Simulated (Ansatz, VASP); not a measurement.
Given: the input of a run of Ansatz 0.2.0 on HPbNO4.

The input input.yaml:

```yaml
crystal:
  lattice:
    - [3.8826142544, 0.0017917884, -0.0368222587]
    - [0.1746792388, 4.3630652074, -0.016579076]
    - [0.7630502125, 0.8442846652, 5.9155391475]
  atoms:
    - { symbol: H, position: [0.61511, 0.89559, 0.19844] }
    - { symbol: Pb, position: [0.64597, 0.44651, 0.91685] }
    - { symbol: "N", position: [0.71474, 0.2381, 0.50058] }
    - { symbol: O, position: [0.16958, 0.47007, 0.77768] }
    - { symbol: O, position: [0.62919, 0.97045, 0.49845] }
    - { symbol: O, position: [0.56424, 0.92583, 0.03849] }
    - { symbol: O, position: [0.78022, 0.4225, 0.31951] }
kpoints:
  mp_grid: { grid: [5, 4, 4] }
scf:
  occupations: { method: fermi_dirac, width: 0.05 }
hamiltonian:
  xc: pbe
  pseudopotentials: { kind: all_electron, lapw: { basis_error: 0.003 } }
output:
  forces: true
  stress: true
  eigenvalues: true
```

Potentials or basis: all-electron LAPW, scalar-relativistic.

Run with:

```console
$ ansatz run input.yaml --threads 8 --pin off --max-ram 24576MiB --backend cpu --events-out ev --progress --plain --runs-dir out
```

**Question.** Set up the same calculation for VASP 6.6.1. Potentials there: VASP PAW PBE potentials, release 64 (H, Pb_d, N, O).

**Answer.** As run (the cutoff follows the program's own potentials):

Contents of INCAR:

```
ALGO = Normal
EDIFF = 1E-6
ENCUT = 520
GGA = PE
ISIF = 2
ISMEAR = -1
LASPH = True
LCHARG = False
LREAL = False
LWAVE = False
NBANDS = 31
NELM = 60
PREC = Accurate
SIGMA = 0.05
```

The input KPOINTS:

```
k-points
0
Gamma
  5 4 4
```

The input POSCAR:

```
HPbNO4
1.0
    3.8826142544      0.0017917884     -0.0368222587
    0.1746792388      4.3630652074     -0.0165790760
    0.7630502125      0.8442846652      5.9155391475
H Pb N O
1 1 1 4
Direct
    0.6151100000      0.8955900000      0.1984400000
    0.6459700000      0.4465100000      0.9168500000
    0.7147400000      0.2381000000      0.5005800000
    0.1695800000      0.4700700000      0.7776800000
    0.6291900000      0.9704500000      0.4984500000
    0.5642400000      0.9258300000      0.0384900000
    0.7802200000      0.4225000000      0.3195100000
```

Potentials or basis: VASP PAW PBE potentials, release 64 (H, Pb_d, N, O).

Run with:

```sh
$ cat potpaw_PBE.64/H/POTCAR potpaw_PBE.64/Pb_d/POTCAR potpaw_PBE.64/N/POTCAR potpaw_PBE.64/O/POTCAR > POTCAR
$ mpirun -np 1 vasp_std > vasp.out
```

Both were run:

|  | VASP | Ansatz | Ansatz less VASP |
| --- | --- | --- | --- |
| gap on the k mesh at the Fermi level (eV) | 0.25 | 0.25 | -0.005 |
| least direct gap on the mesh (eV) | 0.45 | 0.44 | -0.004 |
| pressure (GPa) | -1.2 | -1.8 | -0.60 |
| traceless stress, the component that is largest in VASP (GPa) | -0.16 | -0.13 | +0.039 |
| rms of the force components (eV/Å) | 0.063 | 0.228 | +0.1646 |

Atom by atom the forces differ by 0.199 eV/Å (rms over components). One of these differences is far larger than is usual between the two programs; its cause wasn't traced. Ansatz ran all-electron here, and VASP with PAW potentials.

Neither program's run includes spin-orbit coupling. Noted on VASP's run: the standard files for N, O and F lose accuracy on very short bonds.
